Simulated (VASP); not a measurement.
# CuH8: relaxation of cell and atoms with PBE

CuH8:

```
CELL_PARAMETERS angstrom
3.92169 -2.93536 0.00000
3.92169 2.93536 0.00000
-2.86664 0.00000 3.89494
ATOMIC_POSITIONS crystal
Cu 0.24813 0.75187 0.50000
H 0.78896 0.31767 0.15235
H 0.68233 0.21104 0.84766
H 0.20185 0.67581 0.84463
H 0.32419 0.79815 0.15537
H 0.23666 0.26820 0.15984
H 0.73180 0.76334 0.84016
H 0.11939 0.16663 0.84962
H 0.83337 0.88061 0.15038
```

```
Program                : VASP 6.6.1
Task                   : relaxation of cell and atoms
Functional             : PBE
Potentials or basis    : VASP PAW PBE potentials, release 64 (Cu, H)
Cutoff                 : 600 eV
k mesh                 : 4 × 4 × 4
Occupations            : gaussian, width 0.1 eV
Spin                   : no spin polarisation
Dipole correction      : no
Further INCAR settings : ALGO = Normal; EDIFF = 1e-06; IBRION = 2; EDIFFG = -0.04; NSW = 90; ISIF = 3
```

| Item | Value |
| --- | --- |
| Relaxed volume | 9.88 Å³/atom |
| Relaxed cell | a = 5.915 Å, b = 5.915 Å, c = 4.332 Å, α = 130.00°, β = 130.00°, γ = 65.62° |
| Space group after relaxing (to 0.05 Å) | C2 (No. 5) |
| Energy gained by relaxing | 581.3 meV/atom |
| Ionic steps | 66 |
| Pressure after relaxing | 0.1 GPa |
| Largest force after relaxing | 0.035 eV/Å |

Forces in eV/Å, atoms in the order of the input:
```
Cu   0.000  0.035  0.000
H    0.017 -0.018  0.022
H   -0.017 -0.018 -0.022
H   -0.001  0.003 -0.002
H    0.001  0.003  0.002
H    0.001 -0.003 -0.013
H   -0.001 -0.003  0.013
H    0.011  0.001  0.010
H   -0.011  0.001 -0.010
```

Stress tensor (GPa, compression positive):
```
 0.12  0.00 -0.09
 0.00 -0.01  0.00
-0.09  0.00  0.15
```

Step by step:
```csv
step,energy change (eV),largest force (eV/Å),pressure (GPa),volume (Å³)
1,0.0000,4.4209,-13.01,89.67
3,-4.4691,2.1271,-0.99,79.68
5,-4.1731,3.6527,4.23,77.64
7,-4.6934,0.5087,-0.36,79.08
9,-4.7287,0.8368,-1.11,79.37
11,-4.8698,0.7867,-0.76,79.56
13,-4.9166,1.3125,-0.27,79.66
15,-5.0511,0.4836,-0.01,79.75
17,-5.0767,0.2420,0.76,79.78
19,-5.0898,0.1808,1.36,80.12
21,-5.1273,0.5997,0.87,82.94
23,-5.1542,0.2146,0.18,84.79
25,-5.1586,0.3327,-0.36,85.95
27,-5.1709,0.2460,-0.48,87.36
29,-5.1762,0.1657,-0.21,87.74
31,-5.1815,0.1647,0.01,87.96
33,-5.1881,0.2343,-0.20,88.20
35,-5.1971,0.2221,-0.39,88.37
37,-5.2064,0.2840,-0.15,88.24
39,-5.2117,0.2799,-0.04,88.10
41,-5.2180,0.1524,0.30,87.89
43,-5.2201,0.0932,0.13,88.04
45,-5.2216,0.1430,-0.02,88.27
47,-5.2231,0.1242,0.15,88.50
49,-5.2262,0.1105,0.14,89.04
51,-5.2272,0.0981,-0.05,89.42
53,-5.2279,0.0491,-0.12,89.55
55,-5.2284,0.0402,-0.09,89.60
57,-5.2288,0.0575,-0.02,89.54
59,-5.2291,0.0719,-0.01,89.45
61,-5.2303,0.0677,-0.04,89.20
63,-5.2304,0.0819,0.02,89.10
65,-5.2311,0.0949,0.08,88.95
66,-5.2316,0.0353,0.09,88.91
```

Final structure:
```
CELL_PARAMETERS angstrom
4.96725 -3.20502 0.18984
4.96725 3.20502 0.18984
-3.41702 0.00000 2.66194
ATOMIC_POSITIONS crystal
Cu 0.25290 0.74710 0.50000
H 0.76694 0.34492 0.12330
H 0.65508 0.23306 0.87670
H 0.24423 0.74207 0.88867
H 0.25793 0.75577 0.11133
H 0.24456 0.33655 0.09716
H 0.66345 0.75544 0.90284
H 0.23924 0.15766 0.90107
H 0.84234 0.76076 0.09893
```

Levels at points of the mesh, in eV from the Fermi level:
```
           k point  band 5  band 6  band 7  band 8  band 9  band 10  band 11  band 12  band 13  band 14
(0.00, 0.00, 0.00)   -3.13   -3.13   -3.07   -2.14   -1.92     1.10     1.19     1.22     5.32     6.15
(0.50, 0.00, 0.00)   -3.51   -3.16   -3.14   -3.10   -1.98     1.49     1.61     2.27     5.10     5.31
(0.50, 0.50, 0.00)   -3.52   -3.50   -3.17   -3.16   -3.11     0.54     1.57     4.14     4.71     5.29
(0.00, 0.00, 0.50)   -3.81   -3.50   -3.38   -3.25   -3.23    -3.15     2.77     3.75     4.06     8.16
(0.50, 0.00, 0.50)   -3.80   -3.48   -3.20   -3.18   -3.09    -0.26     1.88     4.22     4.71     5.20
(0.50, 0.50, 0.50)   -3.80   -3.19   -3.18   -3.07   -2.13     1.55     1.65     1.78     5.12     5.57
```

It took 22 min on 1 thread of Intel(R) Xeon(R) Platinum 8488C (Sapphire Rapids) (shared host), peak memory 0.26 GiB.

Caveat: the k points lie up to 0.56 Å⁻¹ apart in the final cell.
